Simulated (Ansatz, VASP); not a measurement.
# One calculation of TiAl, two programs

Contents of INCAR:

```
SYSTEM = TiAl
PREC     = Accurate       ! precision mode
ENCUT    = 600            ! plane-wave cutoff, eV
EDIFF    = 1E-7           ! SCF threshold, eV
ISMEAR   = -1             ! smearing method
SIGMA    = 0.05           ! smearing width, eV
LREAL    = .False.        ! projectors in reciprocal space
LASPH    = .True.         ! aspherical terms in the spheres
NELM     = 100            ! most SCF steps
ALGO     = Normal         ! electronic algorithm
ISIF     = 3              ! what is computed and relaxed
LWAVE    = .False.        ! write WAVECAR
LCHARG   = .False.        ! write CHGCAR
GGA      = RE             ! functional
IBRION   = 2              ! ionic algorithm
NSW      = 60             ! ionic steps
EDIFFG   = -0.01          ! ionic threshold
```

Contents of KPOINTS:

```
Automatic mesh
0
Gamma
  11 11 6
  0 0 0
```

File POSCAR:

```
TiAl
1.0
    2.8672622327      0.0000000000      0.0000000000
   -1.4336311163      2.4831219328      0.0000000000
    0.0000000000      0.0000000000      4.6780830000
Ti Al
1 1
Direct
    0.0000000000      0.0000000000      0.0000000000
    0.3333333333      0.6666666667      0.5000000000
```

Contents of input.yaml:

```yaml
crystal:
  lattice:
    - [2.8672622327, 0.0, 0.0]
    - [-1.4336311163, 2.4831219328, 0.0]
    - [0.0, 0.0, 4.678083]
  atoms:
    - { symbol: Ti, position: [0.0, 0.0, 0.0] }
    - { symbol: Al, position: [0.3333333333, 0.6666666667, 0.5] }
hamiltonian:
  xc: revpbe
  pseudopotentials: { kind: paw }
kpoints:
  mp_grid: { grid: [11, 11, 6] }
scf:
  occupations: { method: fermi_dirac, width: 0.05 }
output:
  forces: true
  stress: true
  eigenvalues: true
relax:
  f_tol: 0.01
  max_steps: 40
  cell: { stress_tol: 0.05 }
```

Alike in both runs: task relaxation of cell and atoms; functional revPBE; k mesh 11 × 11 × 6; occupations fermi-dirac, width 0.05 eV; no spin polarisation.

|  | VASP | Ansatz |
| --- | --- | --- |
| version | VASP 6.6.1 | Ansatz 0.2.0 |
| potentials or method | VASP PAW PBE potentials, release 64 (Ti_sv, Al) | Ansatz PAW |
| plane-wave cutoff (eV) | 600 | 420 |
| valence electrons in the cell | 15 | 15 |

Ansatz gave:

* gap on the k mesh at the Fermi level, each at its own relaxed structure (eV): none
* relaxed volume (Å³/atom): 17.03
* relaxed length of the cell vector where the two differ most in proportion (Å): 2.905

Task: What did VASP give for the same quantities?

Result: gap on the k mesh at the Fermi level, each at its own relaxed structure (eV): none; relaxed volume (Å³/atom): 17.00; relaxed length of the cell vector where the two differ most in proportion (Å): 2.903.

VASP's potentials were made for PBE, not for revPBE. A gap of «none» marks a metal or a gap that the smearing closes.

Noted on Ansatz's run: the plane-wave basis is chosen anew once the cell has moved, so the energies of steps on either side of that aren't comparable.
